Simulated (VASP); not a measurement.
Write the native input for VASP 6.6.1 that does the following.

```
Task                   : electric field gradients
Functional             : LDA
Potentials or basis    : VASP PAW LDA potentials, release 64 (Na_pv, I)
Cutoff                 : 520 eV
k mesh                 : 7 × 7 × 7
Occupations            : fermi-dirac, width 0.01 eV
Spin                   : no spin polarisation
Dipole correction      : no
Further INCAR settings : ALGO = Normal; EDIFF = 1e-08; NBANDS = 14
```

The structure of NaI lies in POSCAR:

```
NaI
1.0
    0.0000000000      3.2364000000      3.2364000000
    3.2364000000      0.0000000000      3.2364000000
    3.2364000000      3.2364000000      0.0000000000
Na I
1 1
Direct
    0.0000000000      0.0000000000      0.0000000000
    0.5000000000      0.5000000000      0.5000000000
```

The input as run:

INCAR

```
PREC = Accurate ; ENCUT = 520
EDIFF = 1E-8 ; ISMEAR = -1
SIGMA = 0.01 ; LREAL = F
LASPH = T ; NELM = 60
ALGO = Normal ; ISIF = 2
LWAVE = F ; LCHARG = F
GGA = CA ; LEFG = T
NBANDS = 14
```

KPOINTS

```
regular mesh
0
Gamma
  7 7 7
```

Potentials or basis: VASP PAW LDA potentials, release 64 (Na_pv, I).

Command:

```bash
$ cat potpaw_LDA.64/Na_pv/POTCAR potpaw_LDA.64/I/POTCAR > POTCAR
$ mpirun -np 1 vasp_std > vasp.out
```

Results of the run:

```json
{"Pressure": "-1.6 GPa", "Band gap on the k mesh": "3.35 eV", "Largest electric field gradient by atom": "zero within the noise of the run"}
```

Caveat: spin-orbit coupling is left out, which moves the levels of the heavy elements.

Run time: 18 s on 1 thread of Intel(R) Xeon(R) Platinum 8259CL CPU @ 2.50GHz (Skylake/Cascade Lake), on a shared host, peak memory 0.17 GiB.
